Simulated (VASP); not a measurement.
V, 2 atoms in the cell. Symmetry: P6_3/mmc, No. 194, hexagonal system. Conventional cell: a = 2.397 Å, b = 2.397 Å, c = 4.334 Å, α = 90.00°, β = 90.00°, γ = 120.00°. Within 3.2 Å of V (site symmetry -6m2) lie 12 V at 2.40 to 2.57 Å. 

| Property | Result |
| --- | --- |
| Program | VASP 6.6.1 |
| Task | relaxation of cell and atoms |
| Functional | PBE |
| Potentials or basis | VASP PAW PBE potentials, release 64 (V_sv) |
| Cutoff | 600 eV |
| k mesh | 18 × 18 × 10 |
| Occupations | fermi-dirac, width 0.1 eV |
| Spin | no spin polarisation |
| Target pressure | 69 GPa |
| Dipole correction | no |
| Further INCAR settings | ALGO = Normal; EDIFF = 1e-06; IBRION = 2; EDIFFG = -0.005; NSW = 32; ISIF = 3 |

Potentials or basis: VASP PAW PBE potentials, release 64 (V_sv).

Run with:

```sh
$ cat potpaw_PBE.64/V_sv/POTCAR > POTCAR
$ mpirun -np 1 vasp_std > vasp.out
```

Hardware: 1 thread of Intel(R) Xeon(R) Platinum 8559C (Emerald Rapids), on a shared host.

How long does it take, and how much memory?

Wall time 2.5 min on 1 thread of Intel(R) Xeon(R) Platinum 8559C (Emerald Rapids), with other jobs on the host, peak memory 0.2 GiB. Counts: scf iterations 46, k points 222, ion steps 8.
